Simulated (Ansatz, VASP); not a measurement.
**One calculation of As, two programs**

INCAR

```
PREC = Accurate
ENCUT = 510
EDIFF = 1E-7
ISMEAR = -1
SIGMA = 0.05
LREAL = False
LASPH = True
NELM = 120
ALGO = Normal
ISIF = 3
LWAVE = False
LCHARG = False
GGA = RP
IBRION = 2
NSW = 60
EDIFFG = -0.01
GGA_COMPAT = False
NELMIN = 4
```

The input KPOINTS:

```
Automatic mesh
0
Gamma
  9 9 9
```

The input POSCAR:

```
As
1.0
    1.8807968987      1.0858785957      3.5140619945
   -1.8807968987      1.0858785957      3.5140619945
    0.0000000000     -2.1717571915      3.5140619945
As
2
Direct
    0.2260000000      0.2260000000      0.2260000000
    0.7740000000      0.7740000000      0.7740000000
```

input.yaml

```yaml
crystal:
  lattice:
    - [1.8807968987, 1.0858785957, 3.5140619945]
    - [-1.8807968987, 1.0858785957, 3.5140619945]
    - [0.0, -2.1717571915, 3.5140619945]
  atoms:
    - { symbol: As, position: [0.226, 0.226, 0.226] }
    - { symbol: As, position: [0.774, 0.774, 0.774] }
hamiltonian:
  xc: rpbe
  pseudopotentials: { kind: paw }
kpoints:
  mp_grid: { grid: [9, 9, 9] }
scf:
  occupations: { method: fermi_dirac, width: 0.05 }
output:
  forces: true
  stress: true
  eigenvalues: true
  write_density: true
  write_potential: true
  elf: true
  volumetric_format: npy
relax:
  f_tol: 0.01
  max_steps: 40
  cell: { stress_tol: 0.05 }
```

Alike in both runs: task relaxation of cell and atoms; functional RPBE; k mesh 9 × 9 × 9; occupations fermi-dirac, width 0.05 eV; no spin polarisation.

|  | VASP | Ansatz |
| --- | --- | --- |
| version | VASP 6.6.1 | Ansatz 0.2.0 |
| potentials or method | VASP PAW PBE potentials, release 64 (As_d) | Ansatz PAW |
| plane-wave cutoff (eV) | 510 | 420 |
| valence electrons in the cell | 30 | 30 |

|  | VASP | Ansatz | Ansatz less VASP |
| --- | --- | --- | --- |
| gap on the k mesh at the Fermi level, each at its own relaxed structure (eV) | 0.53 | 1.66 | +1.127 |
| relaxed volume (Å³/atom) | 29.89 | 39.81 | +9.923 |
| relaxed length of the cell vector where the two differ most in proportion (Å) | 5.554 | 7.227 | +1.6722 |

VASP's potentials were made for PBE, not for RPBE. One of these differences is far larger than is usual between the two programs; its cause wasn't traced.

Noted on VASP's run: the volume moved by over 15 % at a fixed basis, so the end points are rough. Noted on Ansatz's run: the volume moved by over 15 % at a fixed basis, so the end points are rough; odd divisions of the mesh miss points on the zone boundary, where band edges often lie, so the gap on the mesh can be too wide; the plane-wave basis is chosen anew once the cell has moved, so the energies of steps on either side of that aren't comparable.
